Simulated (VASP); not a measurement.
Runs of VASP 6.6.1 on SnTe2. Symmetry: P4_2/mnm, No. 136, tetragonal system. The conventional cell has a = 6.959 Å, b = 6.959 Å, c = 4.418 Å, α = 90.00°, β = 90.00°, γ = 90.00°. Sn (site symmetry mmm) has 6 Te at 2.94 to 2.98 Å within 3.9 Å. Within 3.9 Å of Te (site symmetry m2m) lie 3 Sn at 2.94 to 2.98 Å and 1 Te at 3.89 Å. 

| level | k mesh | smearing | gap on the mesh (eV) | pressure (GPa) | largest force (eV/Å) |
| --- | --- | --- | --- | --- | --- |
| PBE | 4 × 4 × 4 | fermi-dirac 0.001 eV | none | 1.3 | 0.13 |
| PBE | 5 × 5 × 5 | fermi-dirac 0.02 eV | none | 1.2 | 0.04 |
| PBE | 4 × 4 × 4 | gaussian 0.001 eV | none | 1.3 | 0.13 |
| PBE+D3(BJ) | 4 × 4 × 4 | fermi-dirac 0.02 eV | none | -0.5 | (a) |
| PBE | 4 × 4 × 4 | fermi-dirac 0.02 eV | none | 1.2 | 0.13 |

Alike in all rows: task single point; potentials or basis VASP PAW PBE potentials, release 64 (Sn_d, Te); no spin polarisation; cell as given; cutoff (eV) 520.

**Question.** Estimate the missing entries.

**Answer.** (a) 0.14.

Caveats: spin-orbit coupling is left out, which moves the levels of the heavy elements; pairwise dispersion overbinds metals, which lowers pressure and volume (some runs).

A k mesh can miss the band edges, and the runs leave out spin-orbit coupling on Sn, Te.

A gap of «none» marks levels without a gap at the run's occupations.
